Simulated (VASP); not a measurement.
Wanted: the native input for a VASP 6.6.1 run.

* Task: relaxation of cell and atoms
* Functional: PBE
* Potentials or basis: VASP PAW PBE potentials, release 64 (Na_pv, Hf_pv, O)
* Cutoff: 600 eV
* k mesh: 6 × 6 × 6
* Occupations: gaussian, width 0.1 eV
* Spin: no spin polarisation
* Dipole correction: no
* Further INCAR settings: ALGO = Normal; EDIFF = 1e-06; IBRION = 2; EDIFFG = -0.04; NSW = 90; ISIF = 3

The structure of NaHfO lies in POSCAR:

```
NaHfO
1.0
    3.4654665600      0.0000000000      0.0000000000
    0.0000000000      3.4654665600      0.0000000000
    0.0000000000      0.0000000000      3.6550131800
Na Hf O
1 1 1
Direct
    0.5000000000      0.5000000000      0.5000000000
    0.0000000000      0.0000000000      0.0000000000
    0.5000000000      0.5000000000      0.0000000000
```

The cell was built from a structure type or drawn by symmetry, and may not be a known phase.

The input as run:

INCAR

```
SYSTEM = NaHfO
  ALGO = Normal
  EDIFF = 1E-6
  EDIFFG = -0.04
  ENCUT = 600
  GGA = PE
  IBRION = 2
  ISIF = 3
  ISMEAR = 0
  LASPH = .TRUE.
  LCHARG = .FALSE.
  LREAL = .FALSE.
  LWAVE = .FALSE.
  NELM = 60
  NSW = 90
  PREC = Accurate
  SIGMA = 0.1
```

KPOINTS

```
k-points
0
G
  6 6 6
  0 0 0
```

Potentials or basis: VASP PAW PBE potentials, release 64 (Na_pv, Hf_pv, O).

Command:

```console
$ cat potpaw_PBE.64/Na_pv/POTCAR potpaw_PBE.64/Hf_pv/POTCAR potpaw_PBE.64/O/POTCAR > POTCAR
$ mpirun -np 1 vasp_std > vasp.out
```

It gave:

```
Relaxed volume                        : 16.44 Å³/atom
Relaxed cell                          : a = 3.096 Å, b = 3.096 Å, c = 5.146 Å, α = 90.00°, β = 90.00°, γ = 90.00°
Space group after relaxing (to 0.1 Å) : P4/mmm (No. 123)
Energy gained by relaxing             : 869.8 meV/atom
Ionic steps                           : 11
Pressure after relaxing               : 0.0 GPa
Band gap on the k mesh                : zero (an odd number of electrons rules out a gap without spin polarisation)
```

Caveat: a cell axis changed by over 15 % at a fixed basis, so the end point is rough; spin-orbit coupling is left out, which moves the levels of the heavy elements; an odd number of electrons without spin polarisation forces a metal; a magnetic or distorted state may lie lower.

Wall time 5 min on 1 thread of Intel Xeon 8259CL, on a shared host, peak memory 0.2 GiB.
